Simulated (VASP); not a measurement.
# MgO (Fm-3m) in VASP: notebook, part 2 of 2

VASP 6.6.1.

## (4) Single point, revPBE+D3(BJ) (volume scaled by 1.02)

Input file INCAR:

```
SYSTEM = MgO
ALGO = Normal ; EDIFF = 1E-6
ENCUT = 520 ; GGA = RE
ISIF = 2 ; ISMEAR = 0
IVDW = 12 ; LASPH = .True.
LCHARG = .False. ; LREAL = .False.
LWAVE = .False. ; NBANDS = 11
NELM = 100 ; PREC = Accurate
SIGMA = 0.05
```

Input file KPOINTS:

```
k-points
0
Gamma
  10 10 10
  0 0 0
```

Input file POSCAR:

```
MgO
1.0
    0.0000000000      2.1123566375      2.1123566375
    2.1123566375      0.0000000000      2.1123566375
    2.1123566375      2.1123566375      0.0000000000
Mg O
1 1
Direct
    0.0000000000      0.0000000000      0.0000000000
    0.5000000000      0.5000000000      0.5000000000
```

Potentials or basis: VASP PAW PBE potentials, release 64 (Mg, O).

Launch:

```sh
cat potpaw_PBE.64/Mg/POTCAR potpaw_PBE.64/O/POTCAR > POTCAR
mpirun -np 1 vasp_std > vasp.out
```

OUTCAR:

```text
SYSTEM = MgO
   EDIFF = 1E-6
   ENCUT = 520
   GGA = RE
   ISIF = 2
   ISMEAR = 0
   IVDW = 12
   LASPH = .True.
   LREAL = .False.
   NELM = 100
   PREC = Accurate
 IVDW          = 12

 ion  position               nearest neighbor table
   1  0.000  0.000  0.000-   2 2.11   2 2.11   2 2.11   2 2.11   2 2.11   2 2.11
   2  0.500  0.500  0.500-   1 2.11   1 2.11   1 2.11   1 2.11   1 2.11   1 2.11

  LATTYP: Found a face centered cubic cell.
 ALAT       =     4.2247132750

  Lattice vectors:

 A1 = (   0.0000000000,   2.1123566375,   2.1123566375)
 A2 = (   2.1123566375,   0.0000000000,   2.1123566375)
 A3 = (   2.1123566375,   2.1123566375,   0.0000000000)

Analysis of symmetry for initial positions (statically):
=====================================================================
 Subroutine PRICEL returns:
 Original cell was already a primitive cell.

 Routine SETGRP: Setting up the symmetry group for a
 face centered cubic supercell.

 Subroutine GETGRP returns: Found 48 space group operations
 (whereof 48 operations were pure point group operations)
 out of a pool of 48 trial point group operations.

The static configuration has the point symmetry O_h .

Analysis of symmetry for dynamics (positions and initial velocities):
[... 174 lines left out ...]
      6      19.0913      0.00000
      7      19.0913      0.00000
      8      19.0913      0.00000
      9      22.9394      0.00000
     10      24.7509      0.00000
     11      24.7509      0.00000
[... 309 lines left out ...]
 k-point    24 :       0.4000    0.3000    0.0000
  band No.  band energies     occupation
      1     -12.8299      2.00000
      2      -0.2833      2.00000
      3       1.9602      2.00000
      4       2.1745      2.00000
      5      12.8310      0.00000
      6      13.4755      0.00000
      7      16.8749      0.00000
      8      21.4353      0.00000
      9      21.6399      0.00000
     10      28.1348      0.00000
     11      30.1695      0.00000

 [... further k-points ...]

------------------------ aborting loop because EDIFF is reached ----------------------------------------

 Edisp (eV)   -1.13414

 E8    (eV) :    -0.7524

  FORCE on cell =-STRESS in cart. coord.  units (eV):
  Direction    XX          YY          ZZ          XY          YZ          ZX
  --------------------------------------------------------------------------------------
  -------------------------------------------------------------------------------------
  Total      -0.46347    -0.46347    -0.46347     0.00000     0.00000    -0.00000
  in kB     -39.39143   -39.39143   -39.39143     0.00000     0.00000    -0.00000
  external pressure =      -39.39 kB  Pullay stress =        0.00 kB

 VOLUME and BASIS-vectors are now :
 -----------------------------------------------------------------------------
  energy-cutoff  :      520.00
  volume of cell :       18.85
      direct lattice vectors                 reciprocal lattice vectors
     0.000000000  2.112356638  2.112356638    -0.236702454  0.236702454  0.236702454
     2.112356638  0.000000000  2.112356638     0.236702454 -0.236702454  0.236702454
     2.112356638  2.112356638  0.000000000     0.236702454  0.236702454 -0.236702454

 POSITION                                       TOTAL-FORCE (eV/Angst)
 -----------------------------------------------------------------------------------
      0.00000      0.00000      0.00000        -0.000000      0.000000      0.000000
      2.11236      2.11236      2.11236         0.000000      0.000000     -0.000000
 -----------------------------------------------------------------------------------
    total drift:                               -0.000000     -0.000000      0.000000

  FREE ENERGIE OF THE ION-ELECTRON SYSTEM (eV)
  ---------------------------------------------------
  free  energy   TOTEN  =       -12.4459329646 eV

  energy  without entropy=      -12.4459329646  energy(sigma->0) =      -12.44593296
```

It took 6.5 s on 1 thread of Intel Xeon Platinum 8488C (Sapphire Rapids), shared host; peak memory 0.15 GiB.

What came out:

```
Free energy                : -12.4459 eV
Pressure                   : -3.9 GPa
Band gap on the k mesh     : 4.72 eV, direct
Dispersion energy per atom : -0.567 eV
```

Levels at points of the mesh, in eV from the valence-band top:
| k point | band 1 | band 2 | band 3 | band 4 | band 5 | band 6 | band 7 | band 8 |
| --- | --- | --- | --- | --- | --- | --- | --- | --- |
| (0.00, 0.00, 0.00) | -17.27 | 0.00 | 0.00 | 0.00 | 4.72 | 15.85 | 15.85 | 15.85 |
| (0.50, 0.00, 0.00) | -16.03 | -4.54 | -0.64 | -0.64 | 7.92 | 12.61 | 16.34 | 16.34 |
| (0.50, 0.50, 0.00) | -15.78 | -4.03 | -1.33 | -1.33 | 9.19 | 10.02 | 13.10 | 18.98 |

Caveat: the PAW data sets were made with another functional, which shifts forces and pressure a little.

## (5) Single point, revPBE+D3(BJ) (volume scaled by 1.04)

Input file INCAR:

```
SYSTEM = MgO
PREC = Accurate
ENCUT = 520
EDIFF = 1E-7
ISMEAR = 0
SIGMA = 0.05
LREAL = .False.
LASPH = .True.
NELM = 80
ALGO = Normal
ISIF = 2
LWAVE = .False.
LCHARG = .False.
GGA = RE
IVDW = 12
NBANDS = 11
```

Input file KPOINTS:

```
Automatic mesh
0
Gamma
  10 10 10
  0 0 0
```

Input file POSCAR:

```
MgO
1.0
    0.0000000000      2.1260736234      2.1260736234
    2.1260736234      0.0000000000      2.1260736234
    2.1260736234      2.1260736234      0.0000000000
Mg O
1 1
Direct
    0.0000000000      0.0000000000      0.0000000000
    0.5000000000      0.5000000000      0.5000000000
```

Potentials or basis: VASP PAW PBE potentials, release 64 (Mg, O).

Launch:

```sh
cat potpaw_PBE.64/Mg/POTCAR potpaw_PBE.64/O/POTCAR > POTCAR
mpirun -np 1 vasp_std > vasp.out
```

OUTCAR:

```text
SYSTEM = MgO
   PREC = Accurate
   ENCUT = 520
   EDIFF = 1E-7
   ISMEAR = 0
   LREAL = .False.
   LASPH = .True.
   NELM = 80
   ISIF = 2
   GGA = RE
   IVDW = 12
 IVDW          = 12

 ion  position               nearest neighbor table
   1  0.000  0.000  0.000-   2 2.13   2 2.13   2 2.13   2 2.13   2 2.13   2 2.13
   2  0.500  0.500  0.500-   1 2.13   1 2.13   1 2.13   1 2.13   1 2.13   1 2.13

  LATTYP: Found a face centered cubic cell.
 ALAT       =     4.2521472468

  Lattice vectors:

 A1 = (   0.0000000000,   2.1260736234,   2.1260736234)
 A2 = (   2.1260736234,   0.0000000000,   2.1260736234)
 A3 = (   2.1260736234,   2.1260736234,   0.0000000000)

[... 521 lines left out ...]

 Edisp (eV)   -1.11153

 E8    (eV) :    -0.7374

  FORCE on cell =-STRESS in cart. coord.  units (eV):
  Direction    XX          YY          ZZ          XY          YZ          ZX
  --------------------------------------------------------------------------------------
  -------------------------------------------------------------------------------------
  Total      -0.79863    -0.79863    -0.79863     0.00000     0.00000     0.00000
  in kB     -66.57195   -66.57195   -66.57195     0.00000     0.00000     0.00000
  external pressure =      -66.57 kB  Pullay stress =        0.00 kB

 VOLUME and BASIS-vectors are now :
 -----------------------------------------------------------------------------
  energy-cutoff  :      520.00
  volume of cell :       19.22
      direct lattice vectors                 reciprocal lattice vectors
     0.000000000  2.126073623  2.126073623    -0.235175299  0.235175299  0.235175299
     2.126073623  0.000000000  2.126073623     0.235175299 -0.235175299  0.235175299
     2.126073623  2.126073623  0.000000000     0.235175299  0.235175299 -0.235175299

 POSITION                                       TOTAL-FORCE (eV/Angst)
 -----------------------------------------------------------------------------------
      0.00000      0.00000      0.00000        -0.000000      0.000000      0.000000
      2.12607      2.12607      2.12607         0.000000     -0.000000     -0.000000
 -----------------------------------------------------------------------------------
    total drift:                               -0.000000     -0.000000      0.000000

  FREE ENERGIE OF THE ION-ELECTRON SYSTEM (eV)
  ---------------------------------------------------
  free  energy   TOTEN  =       -12.4341378456 eV

  energy  without entropy=      -12.4341378456  energy(sigma->0) =      -12.43413785
```

OSZICAR:

```text
N       E                     dE             d eps       ncg     rms          rms(c)
DAV:   1     0.151633260009E+02    0.15163E+02   -0.44799E+03  1170   0.637E+02
DAV:   2    -0.122671909081E+02   -0.27431E+02   -0.26800E+02  1194   0.137E+02
DAV:   3    -0.128637512889E+02   -0.59656E+00   -0.59612E+00  1257   0.175E+01
DAV:   4    -0.128651775431E+02   -0.14263E-02   -0.14262E-02  1136   0.985E-01
DAV:   5    -0.128651821629E+02   -0.46198E-05   -0.46198E-05  1205   0.547E-02    0.723E+00
DAV:   6    -0.113249397087E+02    0.15402E+01   -0.88426E+00  1079   0.163E+01    0.226E+00
DAV:   7    -0.113212141977E+02    0.37255E-02   -0.59166E-02  1124   0.214E+00    0.137E+00
DAV:   8    -0.113230069499E+02   -0.17928E-02   -0.34820E-02  1094   0.205E+00    0.255E-01
DAV:   9    -0.113225595024E+02    0.44745E-03   -0.72618E-04  1169   0.182E-01    0.146E-01
DAV:  10    -0.113226023999E+02   -0.42898E-04   -0.88600E-04  1133   0.215E-01    0.197E-02
DAV:  11    -0.113226051473E+02   -0.27474E-05   -0.12419E-05  1202   0.261E-02    0.648E-03
DAV:  12    -0.113226048036E+02    0.34373E-06   -0.12237E-06  1145   0.877E-03    0.775E-04
DAV:  13    -0.113226048517E+02   -0.48085E-07   -0.91637E-08   610   0.166E-03
   1 F= -.12434138E+02 E0= -.12434138E+02  d E =-.263446E-12
```

It took 10 s on 1 thread of Intel Xeon Platinum 8488C (Sapphire Rapids), shared host; peak memory 0.15 GiB.

What came out:

| Item | Value |
| --- | --- |
| Free energy | -12.4341 eV |
| Pressure | -6.7 GPa |
| Band gap on the k mesh | 4.54 eV, direct |
| Dispersion energy per atom | -0.556 eV |

Levels at points of the mesh, in eV from the valence-band top:
```tsv
k point	band 2	band 3	band 4	band 5	band 6	band 7
(0.00, 0.00, 0.00)	0.00	0.00	0.00	4.54	15.74	15.74
(0.50, 0.00, 0.00)	-4.46	-0.62	-0.62	7.79	12.39	16.14
(0.50, 0.50, 0.00)	-3.95	-1.30	-1.30	9.17	9.82	12.89
```

Caveat: the PAW data sets were made with another functional, which shifts forces and pressure a little.

## (6) Overview

| cell | gap on the mesh (eV) | pressure (GPa) |
| --- | --- | --- |
| a = 2.969 Å, angles 60.0°, 2 atoms | 4.90 | -1.1 |
| a = 2.968 Å, angles 60.0°, 2 atoms | 4.91 | -0.9 |
| a = 2.987 Å, angles 60.0°, 2 atoms | 4.72 | -3.9 |
| a = 3.007 Å, angles 60.0°, 2 atoms | 4.54 | -6.7 |

Alike in all rows: task single point; level revPBE+D3(BJ); potentials or basis VASP PAW PBE potentials, release 64 (Mg, O); no spin polarisation; k mesh 10 × 10 × 10; cutoff (eV) 520; smearing gaussian 0.05 eV.

Caveats: the PAW data sets were made with another functional, which shifts forces and pressure a little.

Absolute energies hang on the potentials; compare differences alone.

## (7) How close it comes

Step 2. Against the measured gap of MgO, 7.83 eV (quoted in “Electronic structure of alkaline earth and post-transition metal oxides”, 2009, arxiv:0908.1581), the calculated 4.90 eV is off by -2.93 eV. The value is that of revPBE+D3(BJ), without temperature or zero-point motion. Semilocal functionals fall short of measured gaps as a rule.

Step 3. Against the measured gap of MgO, 7.83 eV (quoted in “Electronic structure of alkaline earth and post-transition metal oxides”, 2009, arxiv:0908.1581), the calculated 4.91 eV is off by -2.92 eV. The value is that of revPBE+D3(BJ), without temperature or zero-point motion. Semilocal functionals fall short of measured gaps as a rule.
